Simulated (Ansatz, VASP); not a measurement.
**One calculation of TiTe, two programs**

```xyz
2
Lattice="0.0000 3.0501 3.0501 3.0501 0.0000 3.0501 3.0501 3.0501 0.0000" Properties=species:S:1:pos:R:3 pbc="T T T"
Ti    3.0501    3.0501    3.0501
Te    0.0000    0.0000    0.0000
```

Alike in both runs: task single point; functional LDA; k mesh 5 × 5 × 5; occupations gaussian, width 0.05 eV; collinear spin; Hubbard terms Ti d U = 1.0 eV.

|  | VASP | Ansatz |
| --- | --- | --- |
| version | VASP 6.6.1 | Ansatz 0.2.0 |
| potentials or method | VASP PAW LDA potentials, release 64 (Ti_sv, Te), cutoff 520 eV | scalar-relativistic, plane waves, PAW |
| valence electrons in the cell | 18 | 28 |

|  | VASP | Ansatz | Ansatz less VASP |
| --- | --- | --- | --- |
| gap on the k mesh at the Fermi level (eV) | none | none | - |
| pressure (GPa) | -11.0 | -10.0 | +0.92 |
| net moment per atom (μB) | 0.95 | 1.00 | +0.048 |
| size of the moment on the site where the two differ most (μB) | 1.53 | 1.71 | +0.182 |

LDA's correlation is that of Perdew and Zunger in VASP and of Perdew and Wang (1992) in Ansatz. Site moments also hang on the region over which each program counts them. The programs project onto different local orbitals, so the same U acts differently, and such runs can settle in different states. A gap of «none» marks a metal or a gap that the smearing closes. VASP's potentials hold 18 valence electrons a cell and Ansatz's 28, so a difference there can come from the potentials and not from the codes. Ansatz's warnings: filled band counts differ across k points.

Neither program's run includes spin-orbit coupling.
